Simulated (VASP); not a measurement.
Here is a VASP 6.6.1 calculation.

File INCAR:

```
SYSTEM = C
ALGO = Normal
EDIFF = 1E-6
ENCUT = 520
GGA = PE
ISIF = 2
ISMEAR = 0
LASPH = .TRUE.
LCHARG = .FALSE.
LREAL = .FALSE.
LWAVE = .FALSE.
NBANDS = 16
NELM = 80
PREC = Accurate
SIGMA = 0.15
```

File KPOINTS:

```
k-points
0
G
  24 24 6
  0 0 0
```

Contents of POSCAR:

```
C
1.0
    2.4665344233      0.0000000000      0.0000000000
   -1.2332672117      2.1360814699      0.0000000000
    0.0000000000      0.0000000000      8.5128477067
C
4
Direct
    0.0000000000      0.0000000000      0.0025000000
    0.0000000000      0.0000000000      0.5025000000
    0.3333333333      0.6666666667      0.0025000000
    0.6666666667      0.3333333333      0.5025000000
```

Potentials or basis: VASP PAW PBE potentials, release 64 (C).

Launch:

```sh
$ cat potpaw_PBE.64/C/POTCAR > POTCAR
$ mpirun -np 1 vasp_std > vasp.out
```

Question: Predict the pressure.

Answer: 0.4 GPa.

Question: Estimate the band gap on the k mesh.

Answer: Zero (filled and empty bands touch).

Stress tensor (GPa, compression positive):
```
 0.54  0.00  0.00
 0.00  0.54  0.00
 0.00  0.00 -0.01
```

Caveat: this functional lacks dispersion, which binds the layers, so the pressure and a relaxed spacing across them are unreliable.
